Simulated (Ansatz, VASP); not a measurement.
Ge4Pd in VASP and in Ansatz

```xyz
5
Lattice="4.6318 0.0000 0.0000 -2.3159 4.0113 0.0000 0.0000 0.0000 5.3643" Properties=species:S:1:pos:R:3 pbc="T T T"
Ge    0.0000    2.6742    2.6821
Ge    2.3159    1.3371    2.6821
Ge    0.0000    2.6742    0.0000
Ge    2.3159    1.3371    0.0000
Pd    0.0000    0.0000    2.6821
```

Alike in both runs: functional PBE; k mesh 6 × 6 × 4; occupations gaussian, width 0.1 eV; no spin polarisation.

Ansatz relaxed the structure, and its values are those at the end. VASP's run is a single point on that final structure, the one shown.

```csv
,VASP,Ansatz
version,VASP 6.6.1,Ansatz 0.2.0
potentials or method,"VASP PAW PBE potentials, release 64 (Ge_d, Pd), cutoff 520 eV","scalar-relativistic, plane waves, PAW"
valence electrons in the cell,66,74
```

VASP gave:

- gap on the k mesh at the Fermi level (eV): none
- pressure (GPa): -0.1

Task: Estimate Ansatz's values.

Result: gap on the k mesh at the Fermi level (eV): none; pressure (GPa): 0.0.

A gap of «none» marks a metal or a gap that the smearing closes. The functional is the same, so the differences come from potentials, cutoffs and numerics. VASP's potentials hold 66 valence electrons a cell and Ansatz's 74, so a difference there can come from the potentials and not from the codes.
